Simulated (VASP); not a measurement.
# Sr (P6_3/mmc) in VASP: notebook

Sr is run at these levels: PBE; tasks: single point.

Program: VASP 6.6.1. These are calculated values, not measurements. Logs are shortened: lines on timing, memory, paths and dates and some standing lists are left out, and cuts for length are marked.

## 1. The cell of the first run

It takes space group P6_3/mmc (No. 194, hexagonal). The conventional cell has a = 4.264 Å, b = 4.264 Å, c = 13.977 Å, α = 90.00°, β = 90.00°, γ = 120.00°. Sr (site symmetry -3m) has 12 Sr at 4.26 to 4.27 Å within 5.6 Å. Sr (site symmetry -6m2) has 12 Sr at 4.26 to 4.27 Å within 5.6 Å.

This isn't the form of Sr at room conditions, which is fcc.

## 2. Single point, PBE

The input, INCAR:

```
SYSTEM = Sr
ALGO = Fast
EDIFF = 1E-6
ENCUT = 520
GGA = PE
ISIF = 2
ISMEAR = 0
LASPH = .TRUE.
LCHARG = .FALSE.
LREAL = .FALSE.
LWAVE = .FALSE.
NBANDS = 50
NELM = 60
PREC = Accurate
SIGMA = 0.2
```

The input, KPOINTS:

```
k-points
0
G
  6 4 2
  0 0 0
```

The input, POSCAR:

```
Sr
1.0
    2.1321812939     -3.6930463320      0.0000000000
   -6.3965438817     -3.6930463320      0.0000000000
    0.0000000000      0.0000000000    -13.9767742063
Sr
8
Direct
    0.5000000000      0.5000000000      0.0000000000
    0.0000000000      0.0000000000      0.0000000000
    0.5000000000      0.8333333333      0.7500000000
    1.0000000000      0.3333333333      0.7500000000
    0.5000000000      0.5000000000      0.5000000000
    0.0000000000      0.0000000000      0.5000000000
    1.0000000000      0.6666666667      0.2500000000
    0.5000000000      0.1666666667      0.2500000000
```

Potentials or basis: VASP PAW PBE potentials, release 64 (Sr_sv).

Launch:

```sh
$ cat potpaw_PBE.64/Sr_sv/POTCAR > POTCAR
$ mpirun -np 1 vasp_std > vasp.out
```

OUTCAR:

```text
SYSTEM = Sr
   EDIFF = 1E-6
   ENCUT = 520
   GGA = PE
   ISIF = 2
   ISMEAR = 0
   LASPH = .TRUE.
   LREAL = .FALSE.
   NELM = 60
   PREC = Accurate

 ion  position               nearest neighbor table
   1  0.500  0.500  0.000-   2 4.26   2 4.26   2 4.26   2 4.26   8 4.27   3 4.27   7 4.27   4 4.27
                             7 4.27   4 4.27
   2  0.000  0.000  0.000-   1 4.26   1 4.26   1 4.26   1 4.26   7 4.27   4 4.27   8 4.27   3 4.27
                             8 4.27   3 4.27
   3  0.500  0.833  0.750-   4 4.26   4 4.26   4 4.26   4 4.26   5 4.27   1 4.27   6 4.27   2 4.27
                             6 4.27   2 4.27
   4  0.000  0.333  0.750-   3 4.26   3 4.26   3 4.26   3 4.26   6 4.27   2 4.27   5 4.27   1 4.27
                             1 4.27   5 4.27
   5  0.500  0.500  0.500-   6 4.26   6 4.26   6 4.26   6 4.26   8 4.27   3 4.27   7 4.27   4 4.27
                             4 4.27   7 4.27
   6  0.000  0.000  0.500-   5 4.26   5 4.26   5 4.26   5 4.26   7 4.27   4 4.27   8 4.27   3 4.27
                             3 4.27   8 4.27
   7  0.000  0.667  0.250-   8 4.26   8 4.26   8 4.26   8 4.26   2 4.27   6 4.27   5 4.27   1 4.27
                             1 4.27   5 4.27
   8  0.500  0.167  0.250-   7 4.26   7 4.26   7 4.26   7 4.26   1 4.27   5 4.27   2 4.27   6 4.27
                             2 4.27   6 4.27

  LATTYP: Found a simple orthorhombic cell.
 ALAT       =     4.2643625878
 B/A-ratio  =     1.7320508076
 C/A-ratio  =     3.2775764064

  Lattice vectors:

 A1 = (   2.1321812939,  -3.6930463320,   0.0000000000)
 A2 = (  -6.3965438817,  -3.6930463320,   0.0000000000)
 A3 = (   0.0000000000,   0.0000000000, -13.9767742063)

Analysis of symmetry for initial positions (statically):
=====================================================================
 Subroutine PRICEL returns following result:

  LATTYP: Found a hexagonal cell.
 ALAT       =     4.2643625878
 C/A-ratio  =     3.2775764064

  Lattice vectors:

 A1 = (  -2.1321812939,   3.6930463320,   0.0000000000)
 A2 = (   4.2643625878,   0.0000000000,   0.0000000000)
 A3 = (   0.0000000000,   0.0000000000, -13.9767742063)

   2 primitive cells build up your supercell.

 Routine SETGRP: Setting up the symmetry group for a
 simple orthorhombic supercell.

 Subroutine GETGRP returns: Found  8 space group operations
 (whereof  4 operations were pure point group operations)
 out of a pool of  8 trial point group operations.

The static configuration has the point symmetry C_2h.
 The point group associated with its full space group is D_2h.

Analysis of symmetry for dynamics (positions and initial velocities):
=====================================================================
 Subroutine PRICEL returns following result:

  LATTYP: Found a hexagonal cell.
 ALAT       =     4.2643625878
 C/A-ratio  =     3.2775764064

  Lattice vectors:

 A1 = (  -2.1321812939,   3.6930463320,   0.0000000000)
 A2 = (   4.2643625878,   0.0000000000,   0.0000000000)
 A3 = (   0.0000000000,   0.0000000000, -13.9767742063)

   2 primitive cells build up your supercell.

 Routine SETGRP: Setting up the symmetry group for a
 simple orthorhombic supercell.

 Subroutine GETGRP returns: Found  8 space group operations
 (whereof  4 operations were pure point group operations)
 out of a pool of  8 trial point group operations.

The dynamic configuration has the point symmetry C_2h.
 The point group associated with its full space group is D_2h.

 Subroutine INISYM returns: Found  8 space group operations
 (whereof  4 operations are pure point group operations),
 and found     2 'primitive' translations

----------------------------------------------------------------------------------------

                                     Primitive cell

  volume of cell :     220.1131

  direct lattice vectors                    reciprocal lattice vectors
    -2.132181294  3.693046332  0.000000000     0.000000000  0.270779164  0.000000000
     4.264362588  0.000000000  0.000000000     0.234501635  0.135389582  0.000000000
     0.000000000  0.000000000-13.976774206     0.000000000  0.000000000 -0.071547267

  length of vectors
     4.264362588  4.264362588 13.976774206     0.270779164  0.270779164  0.071547267

  position of ions in fractional coordinates (direct lattice)
     1.000000000  1.000000000  0.000000000
     0.666666667  0.333333333  0.750000000
     1.000000000  1.000000000  0.500000000
     0.333333333  0.666666667  0.250000000

  ion indices of the primitive-cell ions
   primitive index   ion index
                 1           1
                 2           3
                 3           5
                 4           8

----------------------------------------------------------------------------------------

 KPOINTS: k-points

Automatic generation of k-mesh.
 Grid dimensions read from file:
 generate k-points for:    6    4    2

 Generating k-lattice:

  Cartesian coordinates                     Fractional coordinates (reciprocal lattice)
     0.019541803 -0.033847396  0.000000000     0.166666667 -0.000000000  0.000000000
    -0.029312704 -0.016923698  0.000000000     0.000000000  0.250000000  0.000000000
     0.000000000  0.000000000 -0.035773634     0.000000000  0.000000000  0.500000000

  Length of vectors
     0.039083606  0.033847396  0.035773634

  Shift w.r.t. Gamma in fractional coordinates (k-lattice)
     0.000000000  0.000000000  0.000000000

 Subroutine IBZKPT returns following result:
 ===========================================

 Found     24 irreducible k-points:

 Following reciprocal coordinates:
            Coordinates               Weight
  0.000000  0.000000  0.000000      1.000000
  0.166667  0.000000  0.000000      2.000000
  0.333333  0.000000  0.000000      2.000000
  0.500000  0.000000  0.000000      1.000000
  0.000000  0.250000  0.000000      2.000000
  0.166667  0.250000  0.000000      4.000000
[... 16 lines left out ...]
  0.333333  0.500000  0.500000      2.000000
  0.500000  0.500000  0.500000      1.000000
   k-points           NKPTS =     24   k-points in BZ     NKDIM =     24   number of bands    NBANDS=     50
   number of dos      NEDOS =    301   number of ions     NIONS =      8
   total plane-waves  NPLWV = 193536
   dimension x,y,z NGX =    32 NGY =   56 NGZ =  108
   dimension x,y,z NGXF=    64 NGYF=  112 NGZF=  216
   ions per type =               8
   NGX,Y,Z   is equivalent  to a cutoff of  12.48, 12.60, 12.85 a.u.
   NGXF,Y,Z  is equivalent  to a cutoff of  24.95, 25.21, 25.69 a.u.
 SYSTEM =  Sr
   PREC   = accura    normal or accurate (medium, high low for compatibility)
   ISTART =      0    job   : 0-new  1-cont  2-samecut
   ICHARG =      2    charge: 1-file 2-atom 10-const
   ISPIN  =      1    spin polarized calculation?
   LNONCOLLINEAR =      F non collinear calculations
   LSORBIT =      F    spin-orbit coupling
   LASPH  =      T    aspherical Exc in radial PAW
   ENCUT  =  520.0 eV  38.22 Ry    6.18 a.u.   7.93 13.73 25.99*2*pi/ulx,y,z
   NELM   =     60;   NELMIN=  2; NELMDL= -5     # of ELM steps
   EDIFF  = 0.1E-05   stopping-criterion for ELM
   LREAL  =      F    real-space projection
   EDIFFG = 0.1E-04   stopping-criterion for IOM
   NSW    =      0    number of steps for IOM
   IBRION =     -1    ionic relax: 0-MD 1-quasi-New 2-CG
   NFREE  =      0    steps in history (QN), initial steepest desc. (CG)
   ISIF   =      2    stress and relaxation
   ISYM   =      2    0-nonsym 1-usesym 2-fastsym
   POTIM  = 0.5000    time-step for ionic-motion
   TEBEG  =    0.0;   TEEND  =   0.0 temperature during run
   PSTRESS=    0.0 pullay stress
   NELECT =      80.0000    total number of electrons
   NUPDOWN=      -1.0000    fix difference up-down
   EMIN   =  10.00;   EMAX   =-10.00  energy-range for DOS
   EFERMI =   0.00;   METHOD = LEGACY
   ISMEAR =     0;   SIGMA  =   0.20  broadening in eV -4-tet -1-fermi 0-gaus
   EFERMI_NEDOS =   21; number of points for ismear=-14 and -15
   IALGO  =     68    algorithm
   IMIX   =      4    mixing-type and parameters
     AMIX     =   0.40;   BMIX     =  1.00
     AMIX_MAG =   1.60;   BMIX_MAG =  1.00
  volume/ion in A,a.u.               =      55.03       371.35
  Fermi-wavevector in a.u.,A,eV,Ry     =   0.927284  1.752313 11.699052  0.859856
  Thomas-Fermi vector in A             =   2.053337
   LORBIT       =      0    0 simple, 1 ext, 2 COOP (PROOUT), +10 PAW based schemes
   GGA     = PE    functional components
   LHFCALC =     F    Hartree Fock is set to
   AEXX    =    0.0000 exact exchange contribution
   IVDW    =     0    specifies the selected vdW correction
   LEPSILON=     F    determine dielectric tensor
   LRPA    =     F    only Hartree local field effects (RPA)
 non-spin polarized calculation
 RMM-DIIS sequential band-by-band and
 Gauss-broadening in eV      SIGMA  =   0.20
  energy-cutoff  :      520.00
  volume of cell :      440.23
 maximum number of plane-waves:     11908
 NGX is ok and might be reduce to    32

 number of electron      80.0000000 magnetization

 Free energy of the ion-electron system (eV)
  ---------------------------------------------------
  ext. energy  EPLUGINS =         0.00000000
  ---------------------------------------------------
  free energy    TOTEN  =       -13.16130358 eV

  energy without entropy =      -12.91443728  energy(sigma->0) =      -13.03787043

 E-fermi :   1.5777     XC(G=0):  -7.3482

 val. band max:        1.5489072285   @ k =   0.3333   0.0000   0.5000
 cond. band min:       1.5844707889   @ k =   0.0000   0.5000   0.0000
 fundamental gap:      0.0355635604
 Fermi energy:         1.5776834522

 k-point     1 :       0.0000    0.0000    0.0000
  band No.  band energies     occupation
      1     -35.0329      2.00000
      2     -35.0268      2.00000
      3     -35.0254      2.00000
      4     -35.0193      2.00000
      5     -35.0191      2.00000
      6     -35.0174      2.00000
[... 42 lines left out ...]
     49       2.8520      0.00000
     50       2.9467      0.00000
[... 1217 lines left out ...]
     49       2.6741      0.00000
     50       2.6742      0.00000

------------------------ aborting loop because EDIFF is reached ----------------------------------------

  FORCE on cell =-STRESS in cart. coord.  units (eV):
  Direction    XX          YY          ZZ          XY          YZ          ZX
  --------------------------------------------------------------------------------------
  -------------------------------------------------------------------------------------
  Total        0.0721247      0.0948183      0.1997520     -0.0196532      0.0000000      0.0000000
  in kB        0.2624938      0.3450855      0.7269856     -0.0715265      0.0000000      0.0000000
  external PRESSURE =       0.4448550 kB  Pullay stress =       0.0000000 kB

 VOLUME and BASIS-vectors are now :
 -----------------------------------------------------------------------------
  energy-cutoff  :      520.00
  volume of cell :      440.23
      direct lattice vectors                 reciprocal lattice vectors
     2.132181294 -3.693046332  0.000000000     0.117250818 -0.203084373  0.000000000
    -6.396543882 -3.693046332  0.000000000    -0.117250818 -0.067694791  0.000000000
     0.000000000  0.000000000-13.976774206     0.000000000  0.000000000 -0.071547267

 POSITION                                       TOTAL-FORCE (eV/Angst)
 -----------------------------------------------------------------------------------
     -2.13218     -3.69305      0.00000         0.000000     -0.000000     -0.000000
      0.00000      0.00000      0.00000        -0.000000     -0.000000     -0.000000
     -4.26436     -4.92406    -10.48258        -0.000164     -0.000094     -0.000000
     -2.13218     -1.23102    -10.48258        -0.000164     -0.000094     -0.000000
     -2.13218     -3.69305     -6.98839        -0.000000     -0.000000     -0.000000
      0.00000      0.00000     -6.98839         0.000000     -0.000000     -0.000000
     -4.26436     -2.46203     -3.49419         0.000164      0.000094     -0.000000
     -0.00000     -2.46203     -3.49419         0.000164      0.000094      0.000000
 -----------------------------------------------------------------------------------
    total drift:                               -0.000000     -0.000000     -0.000000

  FREE ENERGIE OF THE ION-ELECTRON SYSTEM (eV)
  ---------------------------------------------------
  free  energy   TOTEN  =       -13.1613035821 eV

  energy  without entropy=      -12.9144372789  energy(sigma->0) =      -13.03787043
```

Wall time 11 min (1 thread of Intel Xeon 6975P-C (Granite Rapids), shared host); peak memory 0.68 GiB.

Results:

| Item | Value |
| --- | --- |
| Free energy | -13.1613 eV |
| Pressure | 0.0 GPa |
| Band gap on the k mesh | zero (bands 40 and 41 overlap by 0.17 eV) |

## 3. Single point, PBE

This run uses another cell than the first one: it holds 4 atoms, not 8.

The input, INCAR:

```
  PREC = Accurate
  ENCUT = 520
  EDIFF = 1E-6
  ISMEAR = 0
  SIGMA = 0.1
  LREAL = F
  LASPH = T
  NELM = 80
  ALGO = Fast
  ISIF = 2
  LWAVE = F
  LCHARG = F
  GGA = PE
  NBANDS = 28
```

The input, KPOINTS:

```
Automatic mesh
0
Gamma
  12 12 4
```

The input, POSCAR:

```
Sr
1.0
    4.2643625878      0.0000000000      0.0000000000
   -2.1321812939      3.6930463320      0.0000000000
    0.0000000000      0.0000000000     13.9767742063
Sr
4
Direct
    0.0000000000      0.0000000000      0.0000000000
    0.3333333333      0.6666666667      0.2500000000
    0.0000000000      0.0000000000      0.5000000000
    0.6666666667      0.3333333333      0.7500000000
```

Potentials or basis: VASP PAW PBE potentials, release 64 (Sr_sv).

Launch:

```sh
$ cat potpaw_PBE.64/Sr_sv/POTCAR > POTCAR
$ mpirun -np 1 vasp_std > vasp.out
```

Wall time 4 min (1 thread of Intel Xeon 6975P-C (Granite Rapids), shared host); peak memory 0.48 GiB.

The run converged. Its results:

```yaml
Free_energy: -6.5554 eV
Pressure: 0.0 GPa
Band_gap_on_the_k_mesh: zero (bands 20 and 21 overlap by 0.20 eV)
```

Levels at points of the mesh, in eV from the Fermi level:
```
           k point  band 18  band 19  band 20  band 21  band 22  band 23
(0.00, 0.00, 0.00)    -2.73    -2.73    -1.15     0.03     1.23     1.25
(0.50, 0.00, 0.00)    -0.83    -0.77    -0.60     0.05     0.22     0.28
(0.00, 0.00, 0.50)    -3.42    -1.79    -1.79     0.51     0.51     1.95
(0.50, 0.00, 0.50)    -1.02    -0.65    -0.65     0.10     0.10     0.34
```

## 4. Single point, PBE (56.68 Å³/atom)

The input, INCAR:

```
  PREC = Accurate
  ENCUT = 520
  EDIFF = 1E-6
  ISMEAR = 0
  SIGMA = 0.1
  LREAL = F
  LASPH = T
  NELM = 100
  ALGO = Fast
  ISIF = 2
  LWAVE = F
  LCHARG = T
  GGA = PE
  LELF = T
  LVHAR = T
  NBANDS = 28
```

The input, KPOINTS:

```
regular mesh
0
Gamma
  12 12 4
```

The input, POSCAR:

```
Sr
1.0
    4.3065867456      0.0000000000      0.0000000000
   -2.1532933728      3.7296135253      0.0000000000
    0.0000000000      0.0000000000     14.1151671097
Sr
4
Direct
    0.0000000000      0.0000000000      0.0000000000
    0.3333333333      0.6666666667      0.2500000000
    0.0000000000      0.0000000000      0.5000000000
    0.6666666667      0.3333333333      0.7500000000
```

Launch:

```sh
$ cat potpaw_PBE.64/Sr_sv/POTCAR > POTCAR
$ mpirun -np 1 vasp_std > vasp.out
```

It took 3.9 min on 1 thread of Intel Xeon 6975P-C (Granite Rapids), shared host; peak memory 0.48 GiB.

It converged, with:

| Quantity | Value |
| --- | --- |
| Free energy | -6.5490 eV |
| Pressure | -0.3 GPa |
| Band gap on the k mesh | zero (bands 20 and 21 overlap by 0.21 eV) |

Levels at points of the mesh, in eV from the Fermi level:
```tsv
k point	band 18	band 19	band 20	band 21	band 22	band 23
(0.00, 0.00, 0.00)	-2.70	-2.70	-1.14	0.00	1.22	1.24
(0.50, 0.00, 0.00)	-0.81	-0.77	-0.59	0.05	0.19	0.29
(0.00, 0.00, 0.50)	-3.38	-1.78	-1.78	0.50	0.50	1.93
(0.50, 0.00, 0.50)	-1.01	-0.63	-0.63	0.09	0.09	0.35
```

## 5. Overview

| cell | k mesh | smearing | further INCAR settings | gap on the mesh (eV) | pressure (GPa) |
| --- | --- | --- | --- | --- | --- |
| a = 4.264, b = 7.386, c = 13.977 Å, 8 atoms, atomic positions A | 6 × 4 × 2 | gaussian 0.2 eV | ALGO = Fast; EDIFF = 1e-06; NBANDS = 50 | none | 0.0 |
| a = 4.264, b = 4.264, c = 13.977 Å, angles 90.0, 90.0, 120.0°, 4 atoms, atomic positions B | 12 × 12 × 4 | gaussian 0.1 eV | ALGO = Fast; EDIFF = 1e-06; NBANDS = 28 | none | 0.0 |
| a = 4.307, b = 4.307, c = 14.115 Å, angles 90.0, 90.0, 120.0°, 4 atoms, atomic positions B | 12 × 12 × 4 | gaussian 0.1 eV | ALGO = Fast; EDIFF = 1e-06; NBANDS = 28 | none | -0.3 |

Alike in all rows: task single point; level PBE; potentials or basis VASP PAW PBE potentials, release 64 (Sr_sv); no spin polarisation; cutoff (eV) 520.

Total energies depend on the potentials used, so only differences within one code and one set of settings carry meaning.

The gap in the log of VASP goes by the Fermi energy; the results here count the filled bands.